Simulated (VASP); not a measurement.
Runs of VASP 6.6.1 on As. The structure is that of space group R-3m (No. 166), or close to it. The cells are those of the table. 

```tsv
cell	gap on the mesh (eV)	pressure (GPa)	largest force (eV/Å)
a = 4.131 Å, angles 54.2°, 2 atoms	none	-2.1	0.42
a = 3.808 Å, angles 58.1°, 2 atoms	none	5.0	0.06
a = 3.924 Å, angles 57.1°, 2 atoms	none	(b)	0.06
a = 3.729 Å, angles 58.6°, 2 atoms	none	(a)	0.06
```

Alike in all rows: task single point; level PBEsol+D3(BJ); potentials or basis VASP PAW PBE potentials, release 64 (As); no spin polarisation; k mesh 8 × 8 × 8; cutoff (eV) 500; smearing fermi-dirac 0.1 eV.

Task: Estimate the missing entries.

Result: (a) 10.1; (b) 0.0.

Caveats: three body term missing; the PAW data sets were made with another functional, which shifts forces and pressure a little; pairwise dispersion overbinds metals, which lowers pressure and volume.

A k mesh can miss the band edges, and the runs leave out spin-orbit coupling on As.

A gap of «none» marks levels without a gap at the run's occupations.
